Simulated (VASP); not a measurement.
Set up this calculation in VASP 6.6.1, as the native input.

```
Task                   : single point
Functional             : r2SCAN
Dispersion             : rVV10
Potentials or basis    : VASP PAW PBE potentials, release 64 (W_sv, Se)
Cutoff                 : 520 eV
k mesh                 : 8 × 8 × 8
Occupations            : fermi-dirac, width 0.03 eV
Spin                   : no spin polarisation
Dipole correction      : no
Further INCAR settings : ALGO = Normal; EDIFF = 1e-06; NBANDS = 20
```

Crystal: WSe2.

```xyz
3
Lattice="0.0000 3.0821 3.0821 3.0821 0.0000 3.0821 3.0821 3.0821 0.0000" Properties=species:S:1:pos:R:3 pbc="T T T"
W     0.0000    0.0000    0.0000
Se    1.5411    1.5411    1.5411
Se    4.6232    4.6232    4.6232
```

One way to write it, as run:

POSCAR

```
WSe2
1.0
    0.0000000000      3.0821475725      3.0821475725
    3.0821475725      0.0000000000      3.0821475725
    3.0821475725      3.0821475725      0.0000000000
W Se
1 2
Direct
    0.0000000000      0.0000000000      0.0000000000
    0.2500000000      0.2500000000      0.2500000000
    0.7500000000      0.7500000000      0.7500000000
```

INCAR.step1

```
SYSTEM = WSe2
ALGO = Normal
EDIFF = 1E-4
ENCUT = 520
GGA = PE
ISMEAR = -1
LASPH = .TRUE.
LCHARG = .FALSE.
LREAL = .FALSE.
LWAVE = .TRUE.
NBANDS = 20
NELM = 80
PREC = Accurate
SIGMA = 0.03
```

INCAR.step2

```
SYSTEM = WSe2
ALGO = Normal
BPARAM = 11.95
CPARAM = 0.0093
EDIFF = 1E-6
ENCUT = 520
ISIF = 2
ISMEAR = -1
ISTART = 1
IVDW_NL = 2
LASPH = .TRUE.
LCHARG = .FALSE.
LMIXTAU = .TRUE.
LREAL = .FALSE.
LUSE_VDW = .TRUE.
LWAVE = .FALSE.
METAGGA = R2SCAN
NBANDS = 20
NELM = 80
PREC = Accurate
SIGMA = 0.03
```

KPOINTS

```
k-points
0
G
  8 8 8
  0 0 0
```

Potentials or basis: VASP PAW PBE potentials, release 64 (W_sv, Se).

Launch:

```bash
$ cat potpaw_PBE.64/W_sv/POTCAR potpaw_PBE.64/Se/POTCAR > POTCAR
$ cp INCAR.step1 INCAR
$ mpirun -np 1 vasp_std > vasp.out
$ cp INCAR.step2 INCAR
$ mpirun -np 1 vasp_std > vasp.out
```

It gave:

* Pressure: -0.4 GPa
* Band gap on the k mesh: zero (band 13 reaches 7.23 eV, above the bottom of band 14 at 6.22 eV)

Caveat: the PAW data sets were made with another functional, which shifts forces and pressure a little; spin-orbit coupling is left out, which moves the levels of the heavy elements.

Wall time 62 s on 1 thread of Intel(R) Xeon(R) 6975P-C (Granite Rapids), with other jobs on the host, peak memory 0.33 GiB.
